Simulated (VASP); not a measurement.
Input of a VASP 6.6.1 run:

The input INCAR:

```
SYSTEM = Na
PREC = Accurate
ENCUT = 520
EDIFF = 1E-6
ISMEAR = -1
SIGMA = 0.05
LREAL = .False.
LASPH = .True.
NELM = 80
ALGO = Normal
ISIF = 2
LWAVE = .False.
LCHARG = .True.
GGA = PS
LELF = .True.
LVHAR = .True.
NBANDS = 14
```

KPOINTS

```
Automatic mesh
0
Gamma
  8 8 5
  0 0 0
```

POSCAR

```
Na
1.0
    3.7417173590      0.0000000000      0.0000000000
   -1.8708586795      3.2404222867      0.0000000000
    0.0000000000      0.0000000000      6.1126967421
Na
2
Direct
    0.6666666667      0.3333333333      0.7500000000
    0.3333333333      0.6666666667      0.2500000000
```

Potentials or basis: VASP PAW PBE potentials, release 64 (Na_pv).

Command:

```bash
$ cat potpaw_PBE.64/Na_pv/POTCAR > POTCAR
$ mpirun -np 1 vasp_std > vasp.out
```

**Question.** Estimate the pressure.

**Answer.** -0.1 GPa.

**Question.** Predict the band gap on the k mesh.

**Answer.** Zero (band 7 reaches 1.74 eV, above the bottom of band 8 at -1.50 eV).

Stress tensor (GPa, compression positive):
```
-0.03  0.00  0.00
 0.00 -0.03  0.00
 0.00  0.00 -0.28
```

Caveat: the PAW data sets were made with another functional, which shifts forces and pressure a little.
